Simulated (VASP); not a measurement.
Runs of VASP 6.6.1 on TiC. The structure is that of space group Fm-3m (No. 225), or close to it. The cells are those of the table. 

```tsv
cell	gap on the mesh (eV)	pressure (GPa)
a = 3.060 Å, angles 60.0°, 2 atoms	none	0.9
a = 3.091 Å, angles 60.0°, 2 atoms	none	-6.4
a = 3.120 Å, angles 60.0°, 2 atoms	none	-12.8
a = 3.029 Å, angles 60.0°, 2 atoms	none	(a)
a = 2.998 Å, angles 60.0°, 2 atoms	none	(b)
```

Alike in all rows: task single point; level r2SCAN; potentials or basis VASP PAW PBE potentials, release 64 (Ti_sv, C); no spin polarisation; k mesh 16 × 16 × 16; cutoff (eV) 520; smearing gaussian 0.1 eV.

Fill in the values left out.

(a) 9.5; (b) 19.4.

Caveats: the PAW data sets were made with another functional, which shifts forces and pressure a little.

A gap of «none» marks levels without a gap at the run's occupations.
